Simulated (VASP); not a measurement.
# CuPt2 (Fm-3m) in VASP: notebook, part 2 of 2

VASP 6.6.1. Earlier steps stand in the parts before.

### 3 Single point, PBE

This run uses another cell than the first one, of 16.26 Å³/atom, 1.153 times its volume.

Contents of INCAR:

```
SYSTEM = CuPt2
  PREC = Accurate
  ENCUT = 520
  EDIFF = 1E-6
  ISMEAR = 0
  SIGMA = 0.1
  LREAL = .FALSE.
  LASPH = .TRUE.
  NELM = 60
  ALGO = Fast
  ISIF = 2
  LWAVE = .FALSE.
  LCHARG = .FALSE.
  GGA = PE
  NBANDS = 22
```

Contents of KPOINTS:

```
Automatic mesh
0
G
  6 6 6
  0 0 0
```

Contents of POSCAR:

```
CuPt2
1.0
    0.0000000000      2.9000035531      2.9000035531
    2.9000035531      0.0000000000      2.9000035531
    2.9000035531      2.9000035531      0.0000000000
Cu Pt
1 2
Direct
    0.0000000000      0.0000000000      0.0000000000
    0.2500000000      0.2500000000      0.2500000000
    0.7500000000      0.7500000000      0.7500000000
```

Potentials or basis: VASP PAW PBE potentials, release 64 (Cu, Pt).

Run with:

```bash
cat potpaw_PBE.64/Cu/POTCAR potpaw_PBE.64/Pt/POTCAR > POTCAR
mpirun -np 1 vasp_std > vasp.out
```

OUTCAR:

```text
SYSTEM = CuPt2
   PREC = Accurate
   ENCUT = 520
   EDIFF = 1E-6
   ISMEAR = 0
   LREAL = .FALSE.
   LASPH = .TRUE.
   NELM = 60
   ISIF = 2
   GGA = PE

 ion  position               nearest neighbor table
   1  0.000  0.000  0.000-   2 2.51   3 2.51   3 2.51   3 2.51   3 2.51   2 2.51   2 2.51   2 2.51

   2  0.250  0.250  0.250-   1 2.51   1 2.51   1 2.51   1 2.51   3 2.90   3 2.90   3 2.90   3 2.90
                             3 2.90   3 2.90
   3  0.750  0.750  0.750-   1 2.51   1 2.51   1 2.51   1 2.51   2 2.90   2 2.90   2 2.90   2 2.90
                             2 2.90   2 2.90

  LATTYP: Found a face centered cubic cell.
 ALAT       =     5.8000071062

  Lattice vectors:

 A1 = (   0.0000000000,   2.9000035531,   2.9000035531)
 A2 = (   2.9000035531,   0.0000000000,   2.9000035531)
 A3 = (   2.9000035531,   2.9000035531,   0.0000000000)

Analysis of symmetry for initial positions (statically):
=====================================================================
 Subroutine PRICEL returns:
 Original cell was already a primitive cell.

 Routine SETGRP: Setting up the symmetry group for a
 face centered cubic supercell.

 Subroutine GETGRP returns: Found 48 space group operations
 (whereof 48 operations were pure point group operations)
 out of a pool of 48 trial point group operations.

The static configuration has the point symmetry O_h .

Analysis of symmetry for dynamics (positions and initial velocities):
=====================================================================
 Subroutine PRICEL returns:
 Original cell was already a primitive cell.

 Routine SETGRP: Setting up the symmetry group for a
 face centered cubic supercell.

 Subroutine GETGRP returns: Found 48 space group operations
 (whereof 48 operations were pure point group operations)
 out of a pool of 48 trial point group operations.

The dynamic configuration has the point symmetry O_h .

 Subroutine INISYM returns: Found 48 space group operations
 (whereof 48 operations are pure point group operations),
 and found     1 'primitive' translations

----------------------------------------------------------------------------------------

                                     Primitive cell

  volume of cell :      48.7782

  direct lattice vectors                    reciprocal lattice vectors
     0.000000000  2.900003553  2.900003553    -0.172413582  0.172413582  0.172413582
     2.900003553  0.000000000  2.900003553     0.172413582 -0.172413582  0.172413582
     2.900003553  2.900003553  0.000000000     0.172413582  0.172413582 -0.172413582

  length of vectors
     4.101224356  4.101224356  4.101224356     0.298629084  0.298629084  0.298629084

  position of ions in fractional coordinates (direct lattice)
     0.000000000  0.000000000  0.000000000
     0.250000000  0.250000000  0.250000000
     0.750000000  0.750000000  0.750000000

  ion indices of the primitive-cell ions
   primitive index   ion index
                 1           1
                 2           2
                 3           3

----------------------------------------------------------------------------------------

 KPOINTS: Automatic mesh

Automatic generation of k-mesh.
 Grid dimensions read from file:
 generate k-points for:    6    6    6

 Generating k-lattice:

  Cartesian coordinates                     Fractional coordinates (reciprocal lattice)
    -0.028735597  0.028735597  0.028735597     0.166666667  0.000000000  0.000000000
     0.028735597 -0.028735597  0.028735597     0.000000000  0.166666667  0.000000000
     0.028735597  0.028735597 -0.028735597     0.000000000  0.000000000  0.166666667

  Length of vectors
     0.049771514  0.049771514  0.049771514

  Shift w.r.t. Gamma in fractional coordinates (k-lattice)
     0.000000000  0.000000000  0.000000000

 Subroutine IBZKPT returns following result:
 ===========================================

 Found     16 irreducible k-points:

 Following reciprocal coordinates:
            Coordinates               Weight
  0.000000  0.000000  0.000000      1.000000
  0.166667  0.000000  0.000000      8.000000
  0.333333  0.000000  0.000000      8.000000
  0.500000  0.000000  0.000000      4.000000
  0.166667  0.166667  0.000000      6.000000
  0.333333  0.166667  0.000000     24.000000
[... 8 lines left out ...]
 -0.333333  0.333333  0.166667     24.000000
 -0.333333  0.500000  0.166667     12.000000
   k-points           NKPTS =     16   k-points in BZ     NKDIM =     16   number of bands    NBANDS=     22
   number of dos      NEDOS =    301   number of ions     NIONS =      3
   total plane-waves  NPLWV =  32768
   dimension x,y,z NGX =    32 NGY =   32 NGZ =   32
   dimension x,y,z NGXF=    64 NGYF=   64 NGZF=   64
   ions per type =               1   2
   NGX,Y,Z   is equivalent  to a cutoff of  12.97, 12.97, 12.97 a.u.
   NGXF,Y,Z  is equivalent  to a cutoff of  25.94, 25.94, 25.94 a.u.
 SYSTEM =  CuPt2
   PREC   = accura    normal or accurate (medium, high low for compatibility)
   ISTART =      0    job   : 0-new  1-cont  2-samecut
   ICHARG =      2    charge: 1-file 2-atom 10-const
   ISPIN  =      1    spin polarized calculation?
   LNONCOLLINEAR =      F non collinear calculations
   LSORBIT =      F    spin-orbit coupling
   LASPH  =      T    aspherical Exc in radial PAW
   ENCUT  =  520.0 eV  38.22 Ry    6.18 a.u.   7.63  7.63  7.63*2*pi/ulx,y,z
   NELM   =     60;   NELMIN=  2; NELMDL= -5     # of ELM steps
   EDIFF  = 0.1E-05   stopping-criterion for ELM
   LREAL  =      F    real-space projection
   EDIFFG = 0.1E-04   stopping-criterion for IOM
   NSW    =      0    number of steps for IOM
   IBRION =     -1    ionic relax: 0-MD 1-quasi-New 2-CG
   NFREE  =      0    steps in history (QN), initial steepest desc. (CG)
   ISIF   =      2    stress and relaxation
   ISYM   =      2    0-nonsym 1-usesym 2-fastsym
   POTIM  = 0.5000    time-step for ionic-motion
   TEBEG  =    0.0;   TEEND  =   0.0 temperature during run
   PSTRESS=    0.0 pullay stress
   NELECT =      31.0000    total number of electrons
   NUPDOWN=      -1.0000    fix difference up-down
   EMIN   =  10.00;   EMAX   =-10.00  energy-range for DOS
   EFERMI =   0.00;   METHOD = LEGACY
   ISMEAR =     0;   SIGMA  =   0.10  broadening in eV -4-tet -1-fermi 0-gaus
   EFERMI_NEDOS =   21; number of points for ismear=-14 and -15
   IALGO  =     68    algorithm
   IMIX   =      4    mixing-type and parameters
     AMIX     =   0.40;   BMIX     =  1.00
     AMIX_MAG =   1.60;   BMIX_MAG =  1.00
  volume/ion in A,a.u.               =      16.26       109.72
  Fermi-wavevector in a.u.,A,eV,Ry     =   1.407517  2.659821 26.954543  1.981103
  Thomas-Fermi vector in A             =   2.529768
   LORBIT       =      0    0 simple, 1 ext, 2 COOP (PROOUT), +10 PAW based schemes
   GGA     = PE    functional components
   LHFCALC =     F    Hartree Fock is set to
   AEXX    =    0.0000 exact exchange contribution
   IVDW    =     0    specifies the selected vdW correction
   LEPSILON=     F    determine dielectric tensor
   LRPA    =     F    only Hartree local field effects (RPA)
 non-spin polarized calculation
 RMM-DIIS sequential band-by-band and
 Gauss-broadening in eV      SIGMA  =   0.10
  energy-cutoff  :      520.00
  volume of cell :       48.78
 maximum number of plane-waves:      1363
 NGX is ok and might be reduce to    32
   NGX = 15   NGY = 15   NGZ = 15

 number of electron      30.9999999 magnetization

 Free energy of the ion-electron system (eV)
  ---------------------------------------------------
  ext. energy  EPLUGINS =         0.00000000
  ---------------------------------------------------
  free energy    TOTEN  =       -15.16890772 eV

  energy without entropy =      -15.14268064  energy(sigma->0) =      -15.15579418

 E-fermi :   7.5030     XC(G=0): -12.2186

 val. band max:        7.4897840566   @ k =  -0.1667   0.1667   0.0000
 cond. band min:       7.5066494955   @ k =  -0.1667   0.1667   0.0000
 fundamental gap:      0.0168654390
 Fermi energy:         7.5029748843

 k-point     1 :       0.0000    0.0000    0.0000
  band No.  band energies     occupation
      1      -0.8088      2.00000
      2       2.5328      2.00000
      3       2.5328      2.00000
      4       3.3028      2.00000
      5       3.3028      2.00000
      6       3.3028      2.00000
[... 374 lines left out ...]
      6       3.9843      2.00000
[... 14 lines left out ...]
     21      18.7211      0.00000
     22      20.6192      0.00000

------------------------ aborting loop because EDIFF is reached ----------------------------------------

  FORCE on cell =-STRESS in cart. coord.  units (eV):
  Direction    XX          YY          ZZ          XY          YZ          ZX
  --------------------------------------------------------------------------------------
  -------------------------------------------------------------------------------------
  Total       -0.0013023     -0.0013023     -0.0013023      0.0000000      0.0000000      0.0000000
  in kB       -0.0427766     -0.0427766     -0.0427766      0.0000000      0.0000000      0.0000000
  external PRESSURE =      -0.0427766 kB  Pullay stress =       0.0000000 kB

 VOLUME and BASIS-vectors are now :
 -----------------------------------------------------------------------------
  energy-cutoff  :      520.00
  volume of cell :       48.78
      direct lattice vectors                 reciprocal lattice vectors
     0.000000000  2.900003553  2.900003553    -0.172413582  0.172413582  0.172413582
     2.900003553  0.000000000  2.900003553     0.172413582 -0.172413582  0.172413582
     2.900003553  2.900003553  0.000000000     0.172413582  0.172413582 -0.172413582

 POSITION                                       TOTAL-FORCE (eV/Angst)
 -----------------------------------------------------------------------------------
      0.00000      0.00000      0.00000         0.000000      0.000000      0.000000
      1.45000      1.45000      1.45000         0.000000      0.000000      0.000000
      4.35001      4.35001      4.35001        -0.000000     -0.000000     -0.000000
 -----------------------------------------------------------------------------------
    total drift:                                0.000000     -0.000000      0.000000

  FREE ENERGIE OF THE ION-ELECTRON SYSTEM (eV)
  ---------------------------------------------------
  free  energy   TOTEN  =       -15.1689077209 eV

  energy  without entropy=      -15.1426806356  energy(sigma->0) =      -15.15579418
```

It took 30 s on 1 thread of AMD EPYC 7R13 (Zen 3), shared host; peak memory 0.15 GiB.

What came out:

| Item | Value |
| --- | --- |
| Free energy | -15.1689 eV |
| Pressure | 0.0 GPa |

Levels at points of the mesh, in eV from the Fermi level:
```
           k point  band 13  band 14  band 15  band 16  band 17  band 18
(0.00, 0.00, 0.00)    -0.11    -0.11     0.65     0.65     7.89     7.89
(0.50, 0.00, 0.00)    -1.27    -1.27    -0.61    -0.61     0.20     8.18
(0.50, 0.50, 0.00)    -0.39    -0.34    -0.34     0.56     1.87     2.04
```

Caveat: spin-orbit coupling is left out, which moves the levels of the heavy elements.

### 4 Relaxation of cell and atoms, PBE

Contents of INCAR:

```
SYSTEM = CuPt2
ALGO = Fast
EDIFF = 1E-6
EDIFFG = -0.04
ENCUT = 600
GGA = PE
IBRION = 2
ISIF = 3
ISMEAR = 0
LASPH = .True.
LCHARG = .False.
LREAL = .False.
LWAVE = .False.
NELM = 100
NSW = 90
PREC = Accurate
SIGMA = 0.1
```

Contents of KPOINTS:

```
k-points
0
Gamma
  6 6 6
  0 0 0
```

Contents of POSCAR:

```
CuPt2
1.0
    0.0000000000      2.7652000506      2.7652000506
    2.7652000506      0.0000000000      2.7652000506
    2.7652000506      2.7652000506      0.0000000000
Cu Pt
1 2
Direct
    0.0000000000      0.0000000000      0.0000000000
    0.2500000000      0.2500000000      0.2500000000
    0.7500000000      0.7500000000      0.7500000000
```

Run with:

```bash
cat potpaw_PBE.64/Cu/POTCAR potpaw_PBE.64/Pt/POTCAR > POTCAR
mpirun -np 1 vasp_std > vasp.out
```

It took 5.7 min on 1 thread of AMD EPYC 7R13 (Zen 3), shared host; peak memory 0.17 GiB.

The run converged. Its results:

```yaml
Free_energy: -15.1668 eV
Relaxed_volume: 16.27 Å³/atom
Relaxed_cell: a = 4.102 Å, b = 4.102 Å, c = 4.102 Å, α = 60.00°, β = 60.00°, γ = 60.00°
Space_group_after_relaxing_to_0.05_Å: Fm-3m (No. 225)
Energy_gained_by_relaxing: 205.3 meV/atom
Ionic_steps: 10
Pressure_after_relaxing: 0.1 GPa
```

Step by step:
```tsv
step	energy change (eV)	largest force (eV/Å)	pressure (GPa)	volume (Å³)
1	0.0000	0.0000	34.92	42.29
2	0.7758	0.0000	-21.73	64.02
3	2.4533	0.0000	11.18	49.42
4	-0.4345	0.0000	-11.86	53.31
5	-0.5595	0.0000	-5.79	51.21
6	-0.5843	0.0000	-5.62	50.58
7	-0.6013	0.0000	-3.91	50.00
8	-0.6074	0.0000	-2.53	49.71
9	-0.6102	0.0000	1.70	48.08
10	-0.6159	0.0000	0.09	48.81
```

Final structure:
```
Cu Pt
1.0
     0.00000    2.90069    2.90069
     2.90069    0.00000    2.90069
     2.90069    2.90069    0.00000
Cu Pt
1 2
Direct
  0.00000 0.00000 0.00000
  0.25000 0.25000 0.25000
  0.75000 0.75000 0.75000
```

Levels at points of the mesh, in eV from the Fermi level:
| k point | band 11 | band 12 | band 13 | band 14 | band 15 | band 16 | band 17 | band 18 | band 19 |
| --- | --- | --- | --- | --- | --- | --- | --- | --- | --- |
| (0.00, 0.00, 0.00) | -1.49 | -0.11 | -0.11 | -0.11 | 0.64 | 0.64 | 7.89 | 7.89 | 8.40 |
| (0.50, 0.00, 0.00) | -2.04 | -1.70 | -1.27 | -1.27 | -0.61 | -0.61 | 0.20 | 8.17 | 8.17 |
| (0.50, 0.50, 0.00) | -1.46 | -0.47 | -0.39 | -0.34 | -0.34 | 0.56 | 1.87 | 2.04 | 2.04 |

Caveat: the volume moved by over 15 % at a fixed basis, so the end points are rough; spin-orbit coupling is left out, which moves the levels of the heavy elements.

### 5 Single point, PBE

This run uses another cell than the first one, of 16.25 Å³/atom, 1.153 times its volume.

Contents of INCAR:

```
SYSTEM = CuPt2
PREC     = Accurate       ! precision mode
ENCUT    = 520            ! plane-wave cutoff, eV
EDIFF    = 1E-6           ! SCF threshold, eV
ISMEAR   = 0              ! smearing method
SIGMA    = 0.1            ! smearing width, eV
LREAL    = .FALSE.        ! projectors in reciprocal space
LASPH    = .TRUE.         ! aspherical terms in the spheres
NELM     = 100            ! most SCF steps
ALGO     = Normal         ! electronic algorithm
ISIF     = 2              ! what is computed and relaxed
LWAVE    = .FALSE.        ! write WAVECAR
LCHARG   = .FALSE.        ! write CHGCAR
GGA      = PE             ! functional
NBANDS   = 22             ! bands
```

Contents of KPOINTS:

```
Automatic mesh
0
G
  14 14 14
  0 0 0
```

Contents of POSCAR:

```
CuPt2
1.0
    0.0000000000      2.8994289955      2.8994289955
    2.8994289955      0.0000000000      2.8994289955
    2.8994289955      2.8994289955      0.0000000000
Cu Pt
1 2
Direct
    0.0000000000      0.0000000000      0.0000000000
    0.2500000000      0.2500000000      0.2500000000
    0.7500000000      0.7500000000      0.7500000000
```

Run with:

```bash
cat potpaw_PBE.64/Cu/POTCAR potpaw_PBE.64/Pt/POTCAR > POTCAR
mpirun -np 1 vasp_std > vasp.out
```

Wall time 1.9 min (1 thread of AMD EPYC 7R13 (Zen 3), shared host); peak memory 0.22 GiB.

The run converged. Its results:

* Free energy: -15.1827 eV
* Pressure: -0.2 GPa

Levels at points of the mesh, in eV from the Fermi level:
```csv
k point,band 13,band 14,band 15,band 16,band 17,band 18,band 19,band 20
"(0.00, 0.00, 0.00)",-0.11,-0.11,0.65,0.65,7.90,7.90,7.90,8.41
"(0.50, 0.00, 0.00)",-1.26,-1.26,-0.60,-0.60,0.21,8.19,8.19,8.97
"(0.50, 0.50, 0.00)",-0.37,-0.33,-0.33,0.56,1.88,2.05,2.05,6.03
```

Caveat: spin-orbit coupling is left out, which moves the levels of the heavy elements.

### 6 The runs side by side

| task | cell | k mesh | cutoff (eV) | gap on the mesh (eV) | pressure (GPa) |
| --- | --- | --- | --- | --- | --- |
| single point | a = 3.911 Å, angles 60.0°, 3 atoms | 6 × 6 × 6 | 520 | none | 34.9 |
| single point | a = 4.101 Å, angles 60.0°, 3 atoms | 6 × 6 × 6 | 520 | none | 0.0 |
| relaxation of cell and atoms | relaxed from a = 3.911 Å, angles 60.0°, 3 atoms | 6 × 6 × 6 | 600 | none | 0.1 |
| single point | a = 4.100 Å, angles 60.0°, 3 atoms | 14 × 14 × 14 | 520 | none | -0.2 |

Alike in all rows: level PBE; potentials or basis VASP PAW PBE potentials, release 64 (Cu, Pt); no spin polarisation; smearing gaussian 0.1 eV.

Caveats: spin-orbit coupling is left out, which moves the levels of the heavy elements; the volume moved by over 15 % at a fixed basis, so the end points are rough (some runs).

Total energies depend on the potentials used, so only differences within one code and one set of settings carry meaning.
